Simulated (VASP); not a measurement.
Set up this calculation in VASP 6.6.1, as the native input.

```
Task                   : single point
Functional             : PBE
Potentials or basis    : VASP PAW PBE potentials, release 64 (Na_pv, Ba_sv, Br)
Cutoff                 : 520 eV
k mesh                 : 4 × 4 × 4
Occupations            : fermi-dirac, width 0.02 eV
Spin                   : no spin polarisation
Dipole correction      : no
Further INCAR settings : ALGO = Normal; EDIFF = 1e-07; NBANDS = 27
```

The structure of BaNaBr3 lies in POSCAR:

```
BaNaBr3
1.0
    6.4483889386      0.0000000000      0.0000000000
    0.0000000000      6.4483889386      0.0000000000
    0.0000000000      0.0000000000      6.2270021749
Na Ba Br
1 1 3
Direct
    0.0000000000      0.0000000000      0.0000000000
    0.5000000000      0.5000000000      0.5000000000
    0.5000000000      0.5000000000      0.0000000000
    0.5000000000      0.0000000000      0.5000000000
    0.0000000000      0.5000000000      0.5000000000
```

This cell differs from its parent crystal: epitaxial xy strain +3.0%.

One way to write it, as run:

INCAR

```
  PREC = Accurate
  ENCUT = 520
  EDIFF = 1E-7
  ISMEAR = -1
  SIGMA = 0.02
  LREAL = F
  LASPH = T
  NELM = 100
  ALGO = Normal
  ISIF = 2
  LWAVE = F
  LCHARG = T
  GGA = PE
  LELF = T
  LVHAR = T
  NBANDS = 27
```

KPOINTS

```
Automatic mesh
0
Gamma
  4 4 4
```

Potentials or basis: VASP PAW PBE potentials, release 64 (Na_pv, Ba_sv, Br).

Launch:

```sh
$ cat potpaw_PBE.64/Na_pv/POTCAR potpaw_PBE.64/Ba_sv/POTCAR potpaw_PBE.64/Br/POTCAR > POTCAR
$ mpirun -np 1 vasp_std > vasp.out
```

It gave:

The pressure is -0.4 GPa. The band gap on the k mesh is 2.82 eV, indirect (least direct gap 2.96 eV).

Caveat: the cell differs from its parent crystal (epitaxial xy strain +3.0%); spin-orbit coupling is left out, which moves the levels of the heavy elements.

It took 3 min on 1 thread of Oxide Virtual Turin-like Processor (shared host), peak memory 0.36 GiB.
